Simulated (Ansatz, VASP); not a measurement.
Be: VASP beside Ansatz

```
Be
1.0
     3.69791    0.00000    0.00000
    -1.84896    3.20249    0.00000
     0.00000    0.00000    2.26745
Be
3
Cartesian
  1.8490 3.2025 2.2675
  0.0000 2.1350 1.1337
  1.8490 1.0675 1.1337
```

Alike in both runs: task single point; functional PBEsol; k mesh 12 × 12 × 16; occupations fermi-dirac, width 0.1 eV; no spin polarisation.

|  | VASP | Ansatz |
| --- | --- | --- |
| version | VASP 6.6.1 | Ansatz 0.2.0 |
| potentials or method | VASP PAW PBE potentials, release 64 (Be), cutoff 520 eV | plane waves (420 eV) with PAW, scalar-relativistic |
| valence electrons in the cell | 6 | 6 |

|  | VASP | Ansatz | Ansatz less VASP |
| --- | --- | --- | --- |
| pressure (GPa) | -10.7 | -10.9 | -0.24 |
| traceless stress, the component that is largest in VASP (GPa) | 2.32 | 2.38 | +0.059 |

VASP's potentials were made for PBE, not for PBEsol, and Ansatz warns of the same on its side. The functional is the same, so the differences come from potentials, cutoffs and numerics.
